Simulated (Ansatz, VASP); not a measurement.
# In3SbAs2 in VASP and in Ansatz

File INCAR:

```
SYSTEM = In3SbAs2
  PREC = Accurate
  ENCUT = 520
  EDIFF = 1E-7
  ISMEAR = -1
  SIGMA = 0.02
  LREAL = .FALSE.
  LASPH = .TRUE.
  NELM = 100
  ALGO = Normal
  ISIF = 2
  LWAVE = .FALSE.
  LCHARG = .TRUE.
  GGA = PE
  LELF = .TRUE.
  LVHAR = .TRUE.
  NBANDS = 36
```

KPOINTS

```
Automatic mesh
0
G
  6 6 6
  0 0 0
```

File POSCAR:

```
In3SbAs2
1.0
   -2.1965827602      2.1965827602      9.3014921466
    2.1965827602     -2.1965827602      9.3014921466
    2.1965827602      2.1965827602     -9.3014921466
As In Sb
2 3 1
Direct
    0.1705848531      0.1705848531      0.0000000000
    0.8294151469      0.8294151469      0.0000000000
    0.7500000000      0.2500000000      0.5000000000
    0.4089956032      0.9089956032      0.5000000000
    0.0910043968      0.5910043968      0.5000000000
    0.5000000000      0.5000000000      0.0000000000
```

Input for Ansatz:

```yaml
crystal:
  lattice:
    - [-2.1965827602, 2.1965827602, 9.3014921466]
    - [2.1965827602, -2.1965827602, 9.3014921466]
    - [2.1965827602, 2.1965827602, -9.3014921466]
  atoms:
    - { symbol: As, position: [0.1705848531, 0.1705848531, 0.0] }
    - { symbol: In, position: [0.75, 0.25, 0.5] }
    - { symbol: As, position: [0.8294151469, 0.8294151469, 0.0] }
    - { symbol: In, position: [0.4089956032, 0.9089956032, 0.5] }
    - { symbol: Sb, position: [0.5, 0.5, 0.0] }
    - { symbol: In, position: [0.0910043968, 0.5910043968, 0.5] }
kpoints:
  mp_grid: { grid: [6, 6, 6] }
hamiltonian:
  xc: pbe
scf:
  occupations: { method: fermi_dirac, width: 0.02 }
  n_extra_bands: 5
output:
  forces: true
  stress: true
  eigenvalues: true
```

Alike in both runs: task single point; functional PBE; k mesh 6 × 6 × 6; occupations fermi-dirac, width 0.02 eV; no spin polarisation.

```csv
,VASP,Ansatz
version,VASP 6.6.1,Ansatz 0.2.0
potentials or method,"VASP PAW PBE potentials, release 64 (As, In_d, Sb)","plane waves, PAW"
plane-wave cutoff (eV),520,420
valence electrons in the cell,54,84
```

|  | VASP | Ansatz | Ansatz less VASP |
| --- | --- | --- | --- |
| pressure (GPa) | 3.2 | 3.1 | -0.03 |
| rms of the force components (eV/Å) | 0.008 | 0.011 | +0.0032 |

VASP's potentials hold 54 valence electrons a cell and Ansatz's 84, so a difference there can come from the potentials and not from the codes.

Neither program's run includes spin-orbit coupling.
